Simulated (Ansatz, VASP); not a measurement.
**Y: VASP beside Ansatz**

```
CELL_PARAMETERS angstrom
3.64039 0.00000 0.00000
-1.82020 3.15267 0.00000
0.00000 0.00000 5.87668
ATOMIC_POSITIONS crystal
Y 0.33333 0.66667 0.25000
Y 0.66667 0.33333 0.75000
```

Alike in both runs: functional r2SCAN; k mesh 10 × 10 × 6; occupations fermi-dirac, width 0.05 eV; collinear spin.

Ansatz relaxed the structure, and its values are those at the end. VASP's run is a single point on that final structure, the one shown.

```csv
,VASP,Ansatz
version,VASP 6.6.1,Ansatz 0.2.0
potentials or method,"VASP PAW PBE potentials, release 64 (Y_sv), cutoff 520 eV","plane waves (500 eV) with PAW, scalar-relativistic"
valence electrons in the cell,22,22
```

```tsv
	VASP	Ansatz	Ansatz less VASP
pressure (GPa)	0.1	0.0	-0.03
net moment per atom (μB)	0.66	0.66	+0.001
size of the moment on the site where the two differ most (μB)	0.40	0.40	+0.002
```

VASP's potentials were made for PBE, not for r2SCAN. Site moments also hang on the region over which each program counts them.
